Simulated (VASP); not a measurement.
Input of a VASP 6.6.1 run:

The input INCAR:

```
SYSTEM = BiAs
PREC = Accurate ; ENCUT = 520
EDIFF = 1E-8 ; ISMEAR = -1
SIGMA = 0.05 ; LREAL = .False.
LASPH = .True. ; NELM = 80
ALGO = Normal ; ISIF = 2
LWAVE = .False. ; LCHARG = .False.
GGA = PE ; LEFG = .True.
NBANDS = 17
```

The input KPOINTS:

```
regular mesh
0
Gamma
  5 5 5
  0 0 0
```

POSCAR

```
BiAs
1.0
    0.0000000000      3.3531471192      3.3531471192
    3.3531471192      0.0000000000      3.3531471192
    3.3531471192      3.3531471192      0.0000000000
As Bi
1 1
Direct
    0.0000000000      0.0000000000      0.0000000000
    0.2500000000      0.2500000000      0.2500000000
```

Potentials or basis: VASP PAW PBE potentials, release 64 (As, Bi_d).

The run is started by

```sh
$ cat potpaw_PBE.64/As/POTCAR potpaw_PBE.64/Bi_d/POTCAR > POTCAR
$ mpirun -np 1 vasp_std > vasp.out
```

(1) Predict the band gap on the k mesh.

(2) Estimate the pressure.

Answers

(1) zero (bands 10 and 11 overlap by 0.32 eV).

(2) -0.1 GPa.

Caveat: spin-orbit coupling is left out, which moves the levels of the heavy elements.
